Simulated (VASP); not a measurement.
Wanted: the native input for a VASP 6.6.1 run.

```
Task                   : single point
Functional             : r2SCAN
Potentials or basis    : VASP PAW PBE potentials, release 64 (Au)
Cutoff                 : 520 eV
k mesh                 : 13 × 13 × 13
Occupations            : methfessel-paxton, width 0.6 eV
Spin                   : no spin polarisation
Dipole correction      : no
Further INCAR settings : ALGO = Normal; EDIFF = 1e-06; NBANDS = 12
```

Crystal: Au.

```xyz
1
Lattice="0.0000 2.0615 2.0615 2.0615 0.0000 2.0615 2.0615 2.0615 0.0000" Properties=species:S:1:pos:R:3 pbc="T T T"
Au    0.0000    0.0000    0.0000
```

These files were run (other wordings do the same):

POSCAR

```
Au
1.0
    0.0000000000      2.0615246536      2.0615246536
    2.0615246536      0.0000000000      2.0615246536
    2.0615246536      2.0615246536      0.0000000000
Au
1
Direct
    0.0000000000      0.0000000000      0.0000000000
```

INCAR.step1

```
SYSTEM = Au
PREC = Accurate
ENCUT = 520
ISMEAR = 1
SIGMA = 0.6
LREAL = .FALSE.
LASPH = .TRUE.
NELM = 60
NBANDS = 12
GGA = PE
ALGO = Normal
EDIFF = 1E-4
LWAVE = .TRUE.
LCHARG = .FALSE.
```

INCAR.step2

```
SYSTEM = Au
PREC = Accurate
ENCUT = 520
EDIFF = 1E-6
ISMEAR = 1
SIGMA = 0.6
LREAL = .FALSE.
LASPH = .TRUE.
NELM = 60
ALGO = Normal
ISIF = 2
LWAVE = .FALSE.
LCHARG = .FALSE.
METAGGA = R2SCAN
LMIXTAU = .TRUE.
NBANDS = 12
ISTART = 1
```

KPOINTS

```
regular mesh
0
G
  13 13 13
  0 0 0
```

Potentials or basis: VASP PAW PBE potentials, release 64 (Au).

Launch:

```bash
$ cat potpaw_PBE.64/Au/POTCAR > POTCAR
$ cp INCAR.step1 INCAR
$ mpirun -np 1 vasp_std > vasp.out
$ cp INCAR.step2 INCAR
$ mpirun -np 1 vasp_std > vasp.out
```

Results of the run:

The pressure is 0.3 GPa.

Caveat: the PAW data sets were made with another functional, which shifts forces and pressure a little.

Wall time 120 s on 1 thread of AMD EPYC 7R13, with other jobs on the host, peak memory 0.12 GiB.
